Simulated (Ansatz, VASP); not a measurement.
# One calculation of ZnCu, two programs

```
Zn Cu
1.0
     2.94500    0.00000    0.00000
     0.00000    2.94500    0.00000
     0.00000    0.00000   22.30750
Zn Cu
4 4
Direct
  0.50000 0.50000 0.33498
  0.50000 0.50000 0.46700
  0.50000 0.50000 0.59901
  0.50000 0.50000 0.73103
  0.00000 0.00000 0.26897
  0.00000 0.00000 0.40099
  0.00000 0.00000 0.53300
  0.00000 0.00000 0.66502
```

Alike in both runs: task single point; functional PBE; k mesh 6 × 6 × 1; occupations fermi-dirac, width 0.1 eV; no spin polarisation.

|  | VASP | Ansatz |
| --- | --- | --- |
| version | VASP 6.6.1 | Ansatz 0.2.0 |
| potentials or method | VASP PAW PBE potentials, release 64 (Zn, Cu), cutoff 520 eV | plane waves, PAW |
| valence electrons in the cell | 92 | 124 |

|  | VASP | Ansatz | Ansatz less VASP |
| --- | --- | --- | --- |
| gap on the k mesh at the Fermi level (eV) | none | none | - |
| rms of the force components (eV/Å) | 0.158 | 0.160 | +0.0024 |

A gap of «none» marks a metal or a gap that the smearing closes. VASP's potentials hold 92 valence electrons a cell and Ansatz's 124, so a difference there can come from the potentials and not from the codes. Ansatz's warnings: vacuum density over bound, xc potential rough in thin density.
